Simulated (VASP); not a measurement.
# Cu (Fm-3m) in VASP: relaxation of cell and atoms with PBE

Aim: the relaxation of cell and atoms of Cu with PBE.

Everything below comes from runs of VASP 6.6.1. Logs are shortened: lines on timing, memory, paths and dates and some standing lists are left out, and cuts for length are marked.

## Step 1: The cell of the first run

It takes space group Fm-3m (No. 225, cubic). Conventional cell: a = 3.629 Å, b = 3.629 Å, c = 3.629 Å, α = 90.00°, β = 90.00°, γ = 90.00°. Cu (site symmetry m-3m) has 12 Cu at 2.57 Å within 3.4 Å.

## Step 2: Relaxation of cell and atoms, PBE, non-collinear spin, zero start, spin-orbit coupling

The input, INCAR:

```
ALGO     = Normal         # electronic algorithm
EDIFF    = 1E-7           # SCF threshold, eV
EDIFFG   = -0.005         # ionic threshold
ENCUT    = 600            # plane-wave cutoff, eV
GGA      = PE             # functional
GGA_COMPAT= F            
IBRION   = 2              # ionic algorithm
ISIF     = 3              # what is computed and relaxed
ISMEAR   = -1             # smearing method
LASPH    = T              # aspherical terms in the spheres
LCHARG   = F              # write CHGCAR
LMAXMIX  = 4              # l up to which the mixer works
LORBIT   = 11             # projections on sites
LORBMOM  = T            
LREAL    = F              # projectors in reciprocal space
LSORBIT  = T              # spin-orbit coupling
LWAVE    = F              # write WAVECAR
MAGMOM   = 0 0 0          # initial moments
NELM     = 150            # most SCF steps
NSW      = 60             # ionic steps
PREC     = Accurate       # precision mode
SIGMA    = 0.05           # smearing width, eV
```

The input, KPOINTS:

```
k-points
0
Gamma
  19 19 19
```

The input, POSCAR:

```
Cu
1.0
    0.0000000000      1.8145933008      1.8145933008
    1.8145933008      0.0000000000      1.8145933008
    1.8145933008      1.8145933008      0.0000000000
Cu
1
Direct
    0.0000000000      0.0000000000      0.0000000000
```

Potentials or basis: VASP PAW PBE potentials, release 64 (Cu).

The run is started by

```console
cat potpaw_PBE.64/Cu/POTCAR > POTCAR
mpirun -np 1 vasp_ncl > vasp.out
```

OUTCAR:

```text
EDIFF = 1E-7
   EDIFFG = -0.005
   ENCUT = 600
   GGA = PE
   IBRION = 2
   ISIF = 3
   ISMEAR = -1
   LASPH = T
   LORBIT = 11
   LREAL = F
   LSORBIT = T
   NELM = 150
   NSW = 60
   PREC = Accurate

 ion  position               nearest neighbor table
   1  0.000  0.000  0.000-

  LATTYP: Found a face centered cubic cell.
 ALAT       =     3.6291866016

  Lattice vectors:

 A1 = (   0.0000000000,   1.8145933008,   1.8145933008)
 A2 = (   1.8145933008,   0.0000000000,   1.8145933008)
 A3 = (   1.8145933008,   1.8145933008,   0.0000000000)

Analysis of symmetry for initial positions (statically):
=====================================================================
 Subroutine PRICEL returns:
 Original cell was already a primitive cell.

 Routine SETGRP: Setting up the symmetry group for a
 face centered cubic supercell.

 Subroutine GETGRP returns: Found 48 space group operations
 (whereof 48 operations were pure point group operations)
 out of a pool of 48 trial point group operations.

The static configuration has the point symmetry O_h .

Analysis of symmetry for dynamics (positions and initial velocities):
=====================================================================
 Subroutine PRICEL returns:
 Original cell was already a primitive cell.

 Routine SETGRP: Setting up the symmetry group for a
 face centered cubic supercell.

 Subroutine GETGRP returns: Found 48 space group operations
 (whereof 48 operations were pure point group operations)
 out of a pool of 48 trial point group operations.

The dynamic configuration has the point symmetry O_h .

Analysis of structural, dynamic, and magnetic symmetry:
=====================================================================
 Subroutine PRICEL returns:
 Original cell was already a primitive cell.

 Routine SETGRP: Setting up the symmetry group for a
 face centered cubic supercell.

 Subroutine GETGRP returns: Found 48 space group operations
 (whereof 48 operations were pure point group operations)
 out of a pool of 48 trial point group operations.

The overall configuration has the point symmetry O_h .

 Subroutine INISYM returns: Found 48 space group operations
 (whereof 48 operations are pure point group operations),
 and found     1 'primitive' translations

----------------------------------------------------------------------------------------

                                     Primitive cell

  volume of cell :      11.9500

  direct lattice vectors                    reciprocal lattice vectors
     0.000000000  1.814593301  1.814593301    -0.275543837  0.275543837  0.275543837
     1.814593301  0.000000000  1.814593301     0.275543837 -0.275543837  0.275543837
     1.814593301  1.814593301  0.000000000     0.275543837  0.275543837 -0.275543837

  length of vectors
     2.566222456  2.566222456  2.566222456     0.477255925  0.477255925  0.477255925

  position of ions in fractional coordinates (direct lattice)
     0.000000000  0.000000000  0.000000000

  ion indices of the primitive-cell ions
   primitive index   ion index
                 1           1

----------------------------------------------------------------------------------------

 KPOINTS: k-points

Automatic generation of k-mesh.
 Grid dimensions read from file:
 generate k-points for:   19   19   19

 Generating k-lattice:

  Cartesian coordinates                     Fractional coordinates (reciprocal lattice)
    -0.014502307  0.014502307  0.014502307     0.052631579  0.000000000  0.000000000
     0.014502307 -0.014502307  0.014502307     0.000000000  0.052631579  0.000000000
     0.014502307  0.014502307 -0.014502307     0.000000000  0.000000000  0.052631579

  Length of vectors
     0.025118733  0.025118733  0.025118733

  Shift w.r.t. Gamma in fractional coordinates (k-lattice)
[... 55 lines left out ...]
   NSW    =     60    number of steps for IOM
   IBRION =      2    ionic relax: 0-MD 1-quasi-New 2-CG
   NFREE  =      1    steps in history (QN), initial steepest desc. (CG)
   ISIF   =      3    stress and relaxation
   ISYM   =      2    0-nonsym 1-usesym 2-fastsym
   POTIM  = 0.5000    time-step for ionic-motion
   TEBEG  =    0.0;   TEEND  =   0.0 temperature during run
   PSTRESS=    0.0 pullay stress
   NELECT =      11.0000    total number of electrons
   NUPDOWN=      -1.0000    fix difference up-down
   EMIN   =  10.00;   EMAX   =-10.00  energy-range for DOS
   EFERMI =   0.00;   METHOD = LEGACY
   ISMEAR =    -1;   SIGMA  =   0.05  broadening in eV -4-tet -1-fermi 0-gaus
   EFERMI_NEDOS =   21; number of points for ismear=-14 and -15
   IALGO  =     38    algorithm
   IMIX   =      4    mixing-type and parameters
     AMIX     =   0.40;   BMIX     =  1.00
     AMIX_MAG =   1.60;   BMIX_MAG =  1.00
  volume/ion in A,a.u.               =      11.95        80.64
  Fermi-wavevector in a.u.,A,eV,Ry     =   1.592513  3.009414 34.505720  2.536099
  Thomas-Fermi vector in A             =   2.690887
   LORBIT       =     11    0 simple, 1 ext, 2 COOP (PROOUT), +10 PAW based schemes
   GGA     = PE    functional components
   LHFCALC =     F    Hartree Fock is set to
   AEXX    =    0.0000 exact exchange contribution
   IVDW    =     0    specifies the selected vdW correction
   LEPSILON=     F    determine dielectric tensor
   LRPA    =     F    only Hartree local field effects (RPA)
 conjugate gradient relaxation of ions
  energy-cutoff  :      600.00
  volume of cell :       11.95
 maximum number of plane-waves:       830
 NGX is ok and might be reduce to    24
   NGX = 11   NGY = 11   NGZ = 11

--------------------------------------- Ionic step        1  -------------------------------------------

 number of electron      10.9999998 magnetization       0.0000000      0.0000000      0.0000000

 number of electron      10.9999998 magnetization      -0.0000000      0.0000000      0.0000000

 number of electron      10.9999998 magnetization       0.0000000     -0.0000000     -0.0000000

 Free energy of the ion-electron system (eV)
  ---------------------------------------------------
  ext. energy  EPLUGINS =         0.00000000
  ---------------------------------------------------
  free energy    TOTEN  =        -3.73386772 eV

  energy without entropy =       -3.73060741  energy(sigma->0) =       -3.73223757

------------------------ aborting loop because EDIFF is reached ----------------------------------------

  FORCE on cell =-STRESS in cart. coord.  units (eV):
  Direction    XX          YY          ZZ          XY          YZ          ZX
  --------------------------------------------------------------------------------------
  -------------------------------------------------------------------------------------
  Total        0.0422747      0.0422747      0.0422747      0.0000000      0.0000000      0.0000000
  in kB        5.6679184      5.6679184      5.6679184      0.0000000      0.0000000      0.0000000
  external PRESSURE =       5.6679184 kB  Pullay stress =       0.0000000 kB
[... 61 lines left out ...]
 number of electron      10.9999998 magnetization       0.0000000     -0.0000000      0.0000000

 number of electron      10.9999998 magnetization      -0.0000000      0.0000000     -0.0000000

 Free energy of the ion-electron system (eV)
  ---------------------------------------------------
  ext. energy  EPLUGINS =         0.00000000
  ---------------------------------------------------
  free energy    TOTEN  =        -3.73394729 eV

  energy without entropy =       -3.73066983  energy(sigma->0) =       -3.73230856

 E-fermi :   7.4455     XC(G=0): -12.6366

 val. band max:        7.4216600643   @ k =   0.4211   0.4211   0.0000
 cond. band min:       7.4481144899   @ k =  -0.3684   0.1579   0.0526
 fundamental gap:      0.0264544256
 Fermi energy:         7.4454710648

 k-point     1 :       0.0000    0.0000    0.0000
  band No.  band energies     occupation
      1      -1.8401      1.00000
      2      -1.8401      1.00000
      3       4.3274      1.00000
      4       4.3274      1.00000
      5       4.3274      1.00000
      6       4.3274      1.00000
[... 481 lines left out ...]
      5       4.4229      1.00000
      6       4.4229      1.00000
[... 10 lines left out ...]
     17      30.3601      0.00000
     18      30.3601      0.00000

 [... further k-points ...]
[... 5 lines left out ...]
  --------------------------------------------------------------------------------------
  -------------------------------------------------------------------------------------
  Total        0.0017568      0.0017568      0.0017568     -0.0000000     -0.0000000     -0.0000000
  in kB        0.2346344      0.2346344      0.2346344     -0.0000000     -0.0000000     -0.0000000
  external PRESSURE =       0.2346344 kB  Pullay stress =       0.0000000 kB
[... 16 lines left out ...]
  FREE ENERGIE OF THE ION-ELECTRON SYSTEM (eV)
  ---------------------------------------------------
  free  energy   TOTEN  =        -3.7339472890 eV

  energy  without entropy=       -3.7306698308  energy(sigma->0) =       -3.73230856

 reached required accuracy - stopping structural energy minimisation

 orbital moment (x)

 # of ion     p       d       tot
 ----------------------------------------
  1         0.000  -0.000  -0.000
 ----------------------------------------
            0.000  -0.000  -0.000

 orbital moment (y)

 # of ion     p       d       tot
 ----------------------------------------
  1         0.000   0.000   0.000
 ----------------------------------------
            0.000   0.000   0.000

 orbital moment (z)

 # of ion     p       d       tot
 ----------------------------------------
  1         0.000   0.000   0.000
 ----------------------------------------
            0.000   0.000   0.000

 Spin-Orbit-Coupling matrix elements

 Ion:    1  E_soc:     -0.0130608
 l=   1
     0.0000000    -0.0003426    -0.0003426
    -0.0003426     0.0000000    -0.0003426
    -0.0003426    -0.0003426     0.0000000
 l=   2
     0.0000000    -0.0003774     0.0000000    -0.0003774    -0.0014568
    -0.0003774     0.0000000    -0.0010926    -0.0003774    -0.0003642
     0.0000000    -0.0010926     0.0000000    -0.0010926     0.0000000
    -0.0003774    -0.0003774    -0.0010926     0.0000000    -0.0003642
    -0.0014568    -0.0003642     0.0000000    -0.0003642     0.0000000
 l=   3
     0.0000000     0.0000000     0.0000000     0.0000000     0.0000000     0.0000000     0.0000000
     0.0000000     0.0000000     0.0000000     0.0000000     0.0000000     0.0000000     0.0000000
     0.0000000     0.0000000     0.0000000     0.0000000     0.0000000     0.0000000     0.0000000
     0.0000000     0.0000000     0.0000000     0.0000000     0.0000000     0.0000000     0.0000000
     0.0000000     0.0000000     0.0000000     0.0000000     0.0000000     0.0000000     0.0000000
     0.0000000     0.0000000     0.0000000     0.0000000     0.0000000     0.0000000     0.0000000
     0.0000000     0.0000000     0.0000000     0.0000000     0.0000000     0.0000000     0.0000000

 total charge

# of ion       s       p       d       tot
------------------------------------------
    1        0.442   0.372   9.170   9.984

 magnetization (x)

# of ion       s       p       d       tot
------------------------------------------
    1        0.000   0.000   0.000   0.000

 magnetization (y)

# of ion       s       p       d       tot
------------------------------------------
    1        0.000   0.000   0.000   0.000

 magnetization (z)

# of ion       s       p       d       tot
------------------------------------------
    1        0.000  -0.000   0.000  -0.000
```

Wall time 7.7 min (1 thread of Intel Xeon 8259CL, shared host); peak memory 0.26 GiB.

What came out:

```yaml
Free_energy: -3.7339 eV
Relaxed_volume: 12.00 Å³/atom
Relaxed_cell: a = 2.570 Å, b = 2.570 Å, c = 2.570 Å, α = 60.00°, β = 60.00°, γ = 60.00°
Space_group_after_relaxing_to_0.1_Å: Fm-3m (No. 225)
Energy_gained_by_relaxing: 0.1 meV/atom
Ionic_steps: 3
Pressure_after_relaxing: 0.0 GPa
Net_moment: 0.00 μB per cell
Valence_electrons_inside_the_program's_atomic_spheres: Cu 9.98
```

Final structure:
```yaml
crystal:
  lattice:
    - [0.00000, 1.81694, 1.81694]
    - [1.81694, 0.00000, 1.81694]
    - [1.81694, 1.81694, 0.00000]
  atoms:
    - { symbol: Cu, position: [0.00000, 0.00000, 0.00000] }
```

Moments on the atoms (μB; x, y, z):
```
Cu  0.00 0.00 0.00
```
